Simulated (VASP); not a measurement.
## Sc: single point with PBE

Crystal: Sc.

```
CELL_PARAMETERS angstrom
0.00000 2.26000 2.26000
2.26000 0.00000 2.26000
2.26000 2.26000 0.00000
ATOMIC_POSITIONS crystal
Sc 0.00000 0.00000 0.00000
```

This isn't the form of Sc at room conditions, which is hcp.

| Property | Result |
| --- | --- |
| Program | VASP 6.6.1 |
| Task | single point |
| Functional | PBE |
| Potentials or basis | VASP PAW PBE potentials, release 64 (Sc_sv) |
| Cutoff | 400 eV |
| k mesh | 13 × 13 × 13 |
| Occupations | methfessel-paxton, width 0.1 eV |
| Spin | no spin polarisation |

The pressure is 3.6 GPa and the band gap on the k mesh is zero (an odd number of electrons rules out a gap without spin polarisation).

Levels at points of the mesh, in eV from the Fermi level:
```tsv
k point	band 1	band 2	band 3	band 4	band 5	band 6	band 7	band 8	band 9
(0.00, 0.00, 0.00)	-49.26	-27.64	-27.64	-27.64	-5.32	1.67	1.67	1.67	3.17
```

Run time: 15 s on 1 thread of Intel(R) Xeon(R) Platinum 8375C CPU @ 2.90GHz (Ice Lake), on a shared host, peak memory 0.14 GiB.

Caveat: the cell stands under pressure.
